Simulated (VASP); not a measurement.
A run of VASP 6.6.1 is set up as follows.

Contents of INCAR:

```
SYSTEM = C
ALGO = Normal
EDIFF = 1E-6
ENCUT = 520
GGA = PE
ISIF = 2
ISMEAR = 0
ISPIN = 2
LASPH = .True.
LCHARG = .True.
LELF = .True.
LORBIT = 11
LREAL = .False.
LVHAR = .True.
LWAVE = .False.
MAGMOM = 1 1 1 1
NBANDS = 20
NELM = 150
PREC = Accurate
SIGMA = 0.1
```

Contents of KPOINTS:

```
k-points
0
Gamma
  10 10 10
  0 0 0
```

Contents of POSCAR:

```
C
1.0
   -1.2691872893      1.2691872893      4.3274856642
    1.2691872893     -1.2691872893      4.3274856642
    1.2691872893      1.2691872893     -4.3274856642
C
4
Direct
    0.0861737762      0.0861737762      0.0000000000
    0.8361737762      0.3361737762      0.5000000000
    0.9138262238      0.9138262238      0.0000000000
    0.6638262238      0.1638262238      0.5000000000
```

Potentials or basis: VASP PAW PBE potentials, release 64 (C).

Launch:

```console
$ cat potpaw_PBE.64/C/POTCAR > POTCAR
$ mpirun -np 1 vasp_std > vasp.out
```

(1) What does it give for the pressure?

(2) Estimate the band gap on the k mesh.

(3) What does it give for the net moment?

Answers

(1) 0.5 GPa.

(2) zero (filled and empty bands overlap).

(3) 0.00 μB per cell.

Caveat: this functional lacks dispersion, which binds layers or chains, so the pressure and a relaxed spacing across them are unreliable.
